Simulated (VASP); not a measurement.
Runs of VASP 6.6.1 on As. The structure is that of space group Fm-3m (No. 225), or close to it. The cells are those of the table. 

```csv
cell,k mesh,gap on the mesh (eV),pressure (GPa)
"a = 3.239 Å, angles 60.0°, 1 atom",14 × 14 × 14,none,(b)
"a = 2.988 Å, angles 60.0°, 1 atom",14 × 14 × 14,none,10.3
"a = 3.118 Å, angles 60.0°, 1 atom",20 × 20 × 20,none,0.1
"a = 3.160 Å, angles 60.0°, 1 atom",14 × 14 × 14,none,-2.0
"a = 3.200 Å, angles 60.0°, 1 atom",14 × 14 × 14,none,-3.8
"a = 3.033 Å, angles 60.0°, 1 atom",14 × 14 × 14,none,(c)
"a = 3.076 Å, angles 60.0°, 1 atom",14 × 14 × 14,none,2.9
"a = 3.118 Å, angles 60.0°, 1 atom",14 × 14 × 14,none,(a)
```

Alike in all rows: task single point; level BLYP; potentials or basis VASP PAW PBE potentials, release 64 (As); no spin polarisation; cutoff (eV) 520; smearing fermi-dirac 0.1 eV.

Estimate the missing entries.

(a) 0.2; (b) -5.2; (c) 6.2.

Caveats: the PAW data sets were made with another functional, which shifts forces and pressure a little.

A k mesh can miss the band edges, and the runs leave out spin-orbit coupling on As.

A gap of «none» marks levels without a gap at the run's occupations.
